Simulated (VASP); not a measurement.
Crystal: InH3.

```
In H
1.0
     2.91427    0.00000    0.00000
    -1.45714    2.52384    0.00000
     0.00000    0.00000    5.29742
In H
1 3
Direct
  0.00000 0.00000 0.50000
  0.50000 0.00000 0.00000
  0.00000 0.50000 0.00000
  0.50000 0.50000 0.00000
```

* Program: VASP 6.6.1
* Task: relaxation of cell and atoms
* Functional: PBE
* Potentials or basis: VASP PAW PBE potentials, release 64 (In_d, H)
* Cutoff: 600 eV
* k mesh: 18 × 18 × 10
* Occupations: gaussian, width 0.1 eV
* Spin: no spin polarisation

At the start: pressure 1.9 GPa; volume 9.74 Å³/atom.

Task: Where does the relaxation end?

Result: Over 11 steps the energy falls by 4.4 meV/atom and the volume is 9.61 Å³/atom (-1.4 %); space group P6/mmm (No. 191, to 0.05 Å).

Step by step:
```tsv
step	energy change (eV)	largest force (eV/Å)	pressure (GPa)	volume (Å³)
1	0.0000	0.0000	1.92	38.96
2	-0.0080	0.0000	0.74	39.62
3	-0.0100	0.0000	-0.26	40.23
4	-0.0100	0.0000	-0.16	40.17
5	-0.0103	0.0000	-0.16	40.12
6	-0.0109	0.0000	-0.15	39.96
7	-0.0124	0.0000	-0.12	39.63
8	-0.0160	0.0000	-0.01	38.97
9	-0.0105	0.0000	0.22	37.61
10	-0.0174	0.0000	0.01	38.62
11	-0.0176	0.0000	0.02	38.43
```

Final structure:
```yaml
crystal:
  lattice:
    - [2.98165, 0.00000, 0.00000]
    - [-1.49082, 2.58218, 0.00000]
    - [0.00000, 0.00000, 4.99190]
  atoms:
    - { symbol: In, position: [0.00000, 0.00000, 0.50000] }
    - { symbol: H, position: [0.50000, 0.00000, 0.00000] }
    - { symbol: H, position: [0.00000, 0.50000, 0.00000] }
    - { symbol: H, position: [0.50000, 0.50000, 0.00000] }
```
